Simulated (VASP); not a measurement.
# SiGe3 (Pmmn) in VASP: single point with PBE

Aim: the single point of SiGe3 with PBE.

All numbers are computed with VASP 6.6.1; they aren't measurements. Logs are shortened: lines on timing, memory, paths and dates and some standing lists are left out, and cuts for length are marked.

### 1 The cell of the first run

It takes space group Pmmn (No. 59, orthorhombic). Conventional cell: a = 4.872 Å, b = 5.728 Å, c = 5.187 Å, α = 90.00°, β = 90.00°, γ = 90.00°. Si (site symmetry mm2) has 14 Ge at 2.83 to 3.75 Å within 3.8 Å. Within 3.8 Å of Ge (site symmetry mm2) lie 8 Ge at 2.85 to 2.98 Å and 6 Si at 2.86 to 3.75 Å. Ge (site symmetry m) has 4 Si at 2.83 to 2.98 Å and 10 Ge at 2.83 to 3.73 Å within 3.8 Å.

The cell was built from a structure type or drawn by symmetry, and may not be a known phase.

### 2 Single point, PBE

INCAR reads:

```
ALGO     = Normal         # electronic algorithm
EDIFF    = 1E-6           # SCF threshold, eV
ENCUT    = 500            # plane-wave cutoff, eV
GGA      = PE             # functional
GGA_COMPAT= F            
ISIF     = 2              # what is computed and relaxed
ISMEAR   = 0              # smearing method
LASPH    = T              # aspherical terms in the spheres
LCHARG   = T              # write CHGCAR
LELF     = T              # ELF
LREAL    = F              # projectors in reciprocal space
LVHAR    = T            
LWAVE    = F              # write WAVECAR
NBANDS   = 56             # bands
NELM     = 120            # most SCF steps
PREC     = Accurate       # precision mode
SIGMA    = 0.2            # smearing width, eV
```

KPOINTS reads:

```
k-points
0
Gamma
  4 3 3
```

POSCAR reads:

```
SiGe3
1.0
    4.8716589773      0.0000000000      0.0000000000
    0.0000000000      5.7283242895      0.0000000000
    0.0000000000      0.0000000000      5.1868869640
Si Ge
2 6
Direct
    0.0000000000      0.0000000000      0.7294470250
    0.5000000000      0.5000000000      0.2705529750
    0.5000000000      0.0000000000      0.2791913098
    0.0000000000      0.5000000000      0.7208086902
    0.0000000000      0.2530722189      0.2271985799
    0.5000000000      0.2469277811      0.7728014201
    0.0000000000      0.7469277811      0.2271985799
    0.5000000000      0.7530722189      0.7728014201
```

Potentials or basis: VASP PAW PBE potentials, release 64 (Si, Ge_d).

The run is started by

```
cat potpaw_PBE.64/Si/POTCAR potpaw_PBE.64/Ge_d/POTCAR > POTCAR
mpirun -np 1 vasp_std > vasp.out
```

OUTCAR:

```text
EDIFF = 1E-6
   ENCUT = 500
   GGA = PE
   ISIF = 2
   ISMEAR = 0
   LASPH = T
   LREAL = F
   NELM = 120
   PREC = Accurate

 ion  position               nearest neighbor table
   1  0.000  0.000  0.729-   6 2.83   8 2.83   6 2.83   8 2.83   4 2.86   4 2.86   5 2.96   7 2.96
                             7 2.98   5 2.98
   2  0.500  0.500  0.271-   5 2.83   7 2.83   5 2.83   7 2.83   3 2.86   3 2.86   8 2.96   6 2.96
                             6 2.98   8 2.98
   3  0.500  0.000  0.279-   5 2.85   7 2.85   5 2.85   7 2.85   2 2.86   2 2.86
   4  0.000  0.500  0.721-   6 2.85   8 2.85   6 2.85   8 2.85   1 2.86   1 2.86
   5  0.000  0.253  0.227-   2 2.83   2 2.83   7 2.83   3 2.85   3 2.85   7 2.90   1 2.96   1 2.98

   6  0.500  0.247  0.773-   1 2.83   1 2.83   8 2.83   4 2.85   4 2.85   8 2.90   2 2.96   2 2.98

   7  0.000  0.747  0.227-   2 2.83   2 2.83   5 2.83   3 2.85   3 2.85   5 2.90   1 2.96   1 2.98

   8  0.500  0.753  0.773-   1 2.83   1 2.83   6 2.83   4 2.85   4 2.85   6 2.90   2 2.96   2 2.98

  LATTYP: Found a simple orthorhombic cell.
 ALAT       =     4.8716589773
 B/A-ratio  =     1.0647064969
 C/A-ratio  =     1.1758467323

  Lattice vectors:

 A1 = (  -4.8716589773,   0.0000000000,   0.0000000000)
 A2 = (   0.0000000000,   0.0000000000,   5.1868869640)
 A3 = (   0.0000000000,   5.7283242895,   0.0000000000)

Analysis of symmetry for initial positions (statically):
=====================================================================
 Subroutine PRICEL returns:
 Original cell was already a primitive cell.

 Routine SETGRP: Setting up the symmetry group for a
 simple orthorhombic supercell.

 Subroutine GETGRP returns: Found  8 space group operations
 (whereof  4 operations were pure point group operations)
 out of a pool of  8 trial point group operations.

The static configuration has the point symmetry C_2v.
 The point group associated with its full space group is D_2h.

Analysis of symmetry for dynamics (positions and initial velocities):
=====================================================================
 Subroutine PRICEL returns:
 Original cell was already a primitive cell.

 Routine SETGRP: Setting up the symmetry group for a
 simple orthorhombic supercell.

 Subroutine GETGRP returns: Found  8 space group operations
 (whereof  4 operations were pure point group operations)
 out of a pool of  8 trial point group operations.

[... 104 lines left out ...]
   IBRION =     -1    ionic relax: 0-MD 1-quasi-New 2-CG
   NFREE  =      0    steps in history (QN), initial steepest desc. (CG)
   ISIF   =      2    stress and relaxation
   ISYM   =      2    0-nonsym 1-usesym 2-fastsym
   POTIM  = 0.5000    time-step for ionic-motion
   TEBEG  =    0.0;   TEEND  =   0.0 temperature during run
   PSTRESS=    0.0 pullay stress
   NELECT =      92.0000    total number of electrons
   NUPDOWN=      -1.0000    fix difference up-down
   EMIN   =  10.00;   EMAX   =-10.00  energy-range for DOS
   EFERMI =   0.00;   METHOD = LEGACY
   ISMEAR =     0;   SIGMA  =   0.20  broadening in eV -4-tet -1-fermi 0-gaus
   EFERMI_NEDOS =   21; number of points for ismear=-14 and -15
   IALGO  =     38    algorithm
   IMIX   =      4    mixing-type and parameters
     AMIX     =   0.40;   BMIX     =  1.00
     AMIX_MAG =   1.60;   BMIX_MAG =  1.00
  volume/ion in A,a.u.               =      18.09       122.10
  Fermi-wavevector in a.u.,A,eV,Ry     =   1.407560  2.659903 26.956218  1.981226
  Thomas-Fermi vector in A             =   2.529807
   LORBIT       =      0    0 simple, 1 ext, 2 COOP (PROOUT), +10 PAW based schemes
   GGA     = PE    functional components
   LHFCALC =     F    Hartree Fock is set to
   AEXX    =    0.0000 exact exchange contribution
   IVDW    =     0    specifies the selected vdW correction
   LEPSILON=     F    determine dielectric tensor
   LRPA    =     F    only Hartree local field effects (RPA)
 non-spin polarized calculation
 Gauss-broadening in eV      SIGMA  =   0.20
  energy-cutoff  :      500.00
  volume of cell :      144.75
 maximum number of plane-waves:      3710
 NGX is ok and might be reduce to    36
   NGX = 17   NGY = 21   NGZ = 19

 number of electron      91.9999959 magnetization

 Free energy of the ion-electron system (eV)
  ---------------------------------------------------
  ext. energy  EPLUGINS =         0.00000000
  ---------------------------------------------------
  free energy    TOTEN  =       -34.79098210 eV

  energy without entropy =      -34.72829876  energy(sigma->0) =      -34.75964043

 E-fermi :   7.2395     XC(G=0): -11.2010

 val. band max:        7.2395044617   @ k =   0.5000   0.0000   0.0000
 cond. band min:       7.3731083780   @ k =   0.2500   0.3333   0.3333
 fundamental gap:      0.1336039163
 Fermi energy:         7.2395436723

 k-point     1 :       0.0000    0.0000    0.0000
  band No.  band energies     occupation
      1     -17.5403      2.00000
      2     -17.5225      2.00000
      3     -17.5113      2.00000
      4     -17.4947      2.00000
      5     -17.4942      2.00000
      6     -17.4895      2.00000
[... 697 lines left out ...]
     55      11.1987      0.00000
     56      11.1987      0.00000

------------------------ aborting loop because EDIFF is reached ----------------------------------------

  FORCE on cell =-STRESS in cart. coord.  units (eV):
  Direction    XX          YY          ZZ          XY          YZ          ZX
  --------------------------------------------------------------------------------------
  -------------------------------------------------------------------------------------
  Total        0.2097511     -0.3200162      0.3023665      0.0000000      0.0000000      0.0000000
  in kB        2.3216868     -3.5421859      3.3468254      0.0000000      0.0000000      0.0000000
  external PRESSURE =       0.7087754 kB  Pullay stress =       0.0000000 kB

 VOLUME and BASIS-vectors are now :
 -----------------------------------------------------------------------------
  energy-cutoff  :      500.00
  volume of cell :      144.75
      direct lattice vectors                 reciprocal lattice vectors
     4.871658977  0.000000000  0.000000000     0.205268884  0.000000000  0.000000000
     0.000000000  5.728324289  0.000000000     0.000000000  0.174571122  0.000000000
     0.000000000  0.000000000  5.186886964     0.000000000  0.000000000  0.192793868

 POSITION                                       TOTAL-FORCE (eV/Angst)
 -----------------------------------------------------------------------------------
      0.00000      0.00000      3.78356        -0.000000      0.000000      0.000194
      2.43583      2.86416      1.40333        -0.000000      0.000000     -0.000194
      2.43583      0.00000      1.44813        -0.000000      0.000000     -0.004284
      0.00000      2.86416      3.73875        -0.000000      0.000000      0.004284
      0.00000      1.44968      1.17845        -0.000000      0.001946      0.008598
      2.43583      1.41448      4.00843         0.000000     -0.001946     -0.008598
      0.00000      4.27864      1.17845        -0.000000     -0.001946      0.008598
      2.43583      4.31384      4.00843        -0.000000      0.001946     -0.008598
 -----------------------------------------------------------------------------------
    total drift:                                0.000000      0.000000     -0.000000

  FREE ENERGIE OF THE ION-ELECTRON SYSTEM (eV)
  ---------------------------------------------------
  free  energy   TOTEN  =       -34.7909821017 eV

  energy  without entropy=      -34.7282987585  energy(sigma->0) =      -34.75964043
```

OSZICAR:

```text
N       E                     dE             d eps       ncg     rms          rms(c)
DAV:   1     0.104951394776E+04    0.10495E+04   -0.40423E+04  1632   0.430E+03
DAV:   2     0.174132941905E+03   -0.87538E+03   -0.84542E+03  1344   0.111E+03
DAV:   3    -0.177985595768E+02   -0.19193E+03   -0.18577E+03  1408   0.255E+02
DAV:   4    -0.344444357454E+02   -0.16646E+02   -0.16324E+02  1600   0.784E+01
DAV:   5    -0.349100179168E+02   -0.46558E+00   -0.46477E+00  1504   0.159E+01    0.411E+00
DAV:   6    -0.348290052499E+02    0.81013E-01   -0.25752E-01  1776   0.358E+00    0.215E+00
DAV:   7    -0.347920254018E+02    0.36980E-01   -0.65206E-02  1688   0.269E+00    0.316E-01
DAV:   8    -0.347908676261E+02    0.11578E-02   -0.11671E-02  1656   0.283E+00    0.117E-01
DAV:   9    -0.347909154697E+02   -0.47844E-04   -0.17906E-03  2184   0.903E-01    0.764E-02
DAV:  10    -0.347909500497E+02   -0.34580E-04   -0.42070E-04  1928   0.483E-01    0.145E-02
DAV:  11    -0.347909838562E+02   -0.33807E-04   -0.39975E-04  1664   0.391E-01    0.108E-02
DAV:  12    -0.347909790348E+02    0.48214E-05   -0.58095E-05  1720   0.319E-01    0.461E-03
DAV:  13    -0.347909818253E+02   -0.27905E-05   -0.22152E-05  1560   0.870E-02    0.154E-03
DAV:  14    -0.347909821017E+02   -0.27637E-06   -0.24475E-06  1128   0.315E-02
   1 F= -.34790982E+02 E0= -.34759640E+02  d E =-.626833E-01
```

stdout:

```text
POSCAR found type information on POSCAR SiGe
 POSCAR found :  2 types and       8 ions
 scaLAPACK will be used
 LDA part: xc-table for (Slater+PW92), standard interpolation
 POSCAR, INCAR and KPOINTS ok, starting setup
 FFT: planning ... GRIDC
 FFT: planning ... GRID_SOFT
 FFT: planning ... GRID
 WAVECAR not read
 entering main loop
```

It took 51 s on 1 thread of Intel Xeon 6975P-C (Granite Rapids), shared host; peak memory 0.26 GiB.

Results:

- Free energy: -34.7910 eV
- Pressure: 0.1 GPa
- Largest force: 0.009 eV/Å
- Band gap on the k mesh: zero (bands 46 and 47 overlap by 2.68 eV)

Forces in eV/Å, atoms in the order of the input:
```
Si   0.000  0.000  0.000
Si   0.000  0.000  0.000
Ge   0.000  0.000 -0.004
Ge   0.000  0.000  0.004
Ge   0.000  0.002  0.009
Ge   0.000 -0.002 -0.009
Ge   0.000 -0.002  0.009
Ge   0.000  0.002 -0.009
```

Caveat: the k points lie up to 0.40 Å⁻¹ apart, too coarse for converged energies and pressures of a metal.
